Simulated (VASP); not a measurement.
Wanted: the native input for a VASP 6.6.1 run.

```yaml
Task: single point
Functional: PBE
Potentials_or_basis: VASP PAW PBE potentials, release 64 (In_d, Sb)
Cutoff: 520 eV
k_mesh: 12 × 12 × 12
Occupations: gaussian, width 0.15 eV
Spin: no spin polarisation
Dipole_correction: no
Further_INCAR_settings: ALGO = Normal; EDIFF = 1e-06; NBANDS = 16
```

The structure of InSb lies in POSCAR:

```
InSb
1.0
    0.0000000000      3.0342838534      3.3827021777
    2.8085653626      0.0000000000      3.3827021777
    2.8085653626      3.0342838534      0.0000000000
In Sb
1 1
Direct
    0.0000000000      0.0000000000      0.0000000000
    0.5000000000      0.5000000000      0.5000000000
```

This cell differs from its parent crystal: strain +e along x and -e along y -0.0367, strain +e along z and -e/2 along x and y +0.1000.

One way to write it, as run:

INCAR

```
SYSTEM = InSb
ALGO = Normal
EDIFF = 1E-6
ENCUT = 520
GGA = PE
ISIF = 2
ISMEAR = 0
LASPH = .True.
LCHARG = .False.
LREAL = .False.
LWAVE = .False.
NBANDS = 16
NELM = 100
PREC = Accurate
SIGMA = 0.15
```

KPOINTS

```
k-points
0
Gamma
  12 12 12
  0 0 0
```

Potentials or basis: VASP PAW PBE potentials, release 64 (In_d, Sb).

Launch:

```sh
$ cat potpaw_PBE.64/In_d/POTCAR potpaw_PBE.64/Sb/POTCAR > POTCAR
$ mpirun -np 1 vasp_std > vasp.out
```

Results of the run:

- Pressure: 3.2 GPa
- Band gap on the k mesh: zero (bands 9 and 10 overlap by 2.73 eV)

Caveat: the cell differs from its parent crystal (strain +e along x and -e along y -0.0367, strain +e along z and -e/2 along x and y +0.1000); the cell stands under pressure; spin-orbit coupling is left out, which moves the levels of the heavy elements.

It took 3.2 min on 1 thread of Intel(R) Xeon(R) Platinum 8488C (Sapphire Rapids) (shared host), peak memory 0.4 GiB.
